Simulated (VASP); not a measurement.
A run of VASP 6.6.1 is set up as follows.

Contents of INCAR:

```
SYSTEM = Gd
  PREC = Accurate
  ENCUT = 520
  EDIFF = 1E-7
  ISMEAR = -1
  SIGMA = 0.05
  LREAL = .False.
  LASPH = .True.
  NELM = 150
  ALGO = Normal
  ISIF = 2
  LWAVE = .False.
  LCHARG = .True.
  ISPIN = 2
  MAGMOM = 7
  LORBIT = 11
  LMAXMIX = 6
  GGA = PE
  LELF = .True.
  LVHAR = .True.
  NBANDS = 19
```

The input KPOINTS:

```
regular mesh
0
Gamma
  9 9 9
  0 0 0
```

Contents of POSCAR:

```
Gd
1.0
    0.0000000000      2.5858190855      2.5858190855
    2.5858190855      0.0000000000      2.5858190855
    2.5858190855      2.5858190855      0.0000000000
Gd
1
Direct
    0.0000000000      0.0000000000      0.0000000000
```

Potentials or basis: VASP PAW PBE potentials, release 64 (Gd).

The run is started by

```bash
$ cat potpaw_PBE.64/Gd/POTCAR > POTCAR
$ mpirun -np 1 vasp_std > vasp.out
```

Q: What does it give for the pressure?

A: -1.3 GPa.

Q: Estimate the site moments.

A: Gd +6.97 μB.

Q: Predict the net moment.

A: 7.59 μB per cell.

 The state reached can hang on the start; a lower one may exist.
